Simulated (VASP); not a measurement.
A run of VASP 6.6.1:

File INCAR:

```
  PREC = Accurate
  ENCUT = 520
  EDIFF = 1E-6
  ISMEAR = -1
  SIGMA = 0.1
  LREAL = F
  LASPH = T
  NELM = 100
  ALGO = Normal
  ISIF = 2
  LWAVE = F
  LCHARG = F
  LDIPOL = T
  IDIPOL = 3
  DIPOL = 0.5 0.5 0.500
  GGA = PE
  IBRION = 2
  NSW = 32
  EDIFFG = -0.01
```

The input KPOINTS:

```
regular mesh
0
Gamma
  11 11 1
```

File POSCAR:

```
Sb
1.0
    3.3888387676      0.0000000000      0.0000000000
   -1.6944193838      2.9348204621      0.0000000000
    0.0000000000      0.0000000000     24.3009000000
Sb
4
Direct
    0.0000000000      0.0000000000      0.3306211823
    0.3333333333      0.6666666667      0.4318175368
    0.6666666667      0.3333333333      0.5681823464
    0.0000000000      0.0000000000      0.6693789339
```

Potentials or basis: VASP PAW PBE potentials, release 64 (Sb).

Command:

```console
$ cat potpaw_PBE.64/Sb/POTCAR > POTCAR
$ mpirun -np 1 vasp_std > vasp.out
```

Hardware: 1 thread of AMD EPYC 7R43 64-Core Processor (Zen 3) (shared host).

Problem. Estimate the wall time of this run.

Solution. Wall time 2.3 min on 1 thread of AMD EPYC 7R43 64-Core Processor (Zen 3), on a shared host, peak memory 0.34 GiB. Counts: scf iterations 20, k points 16, ion steps 1.
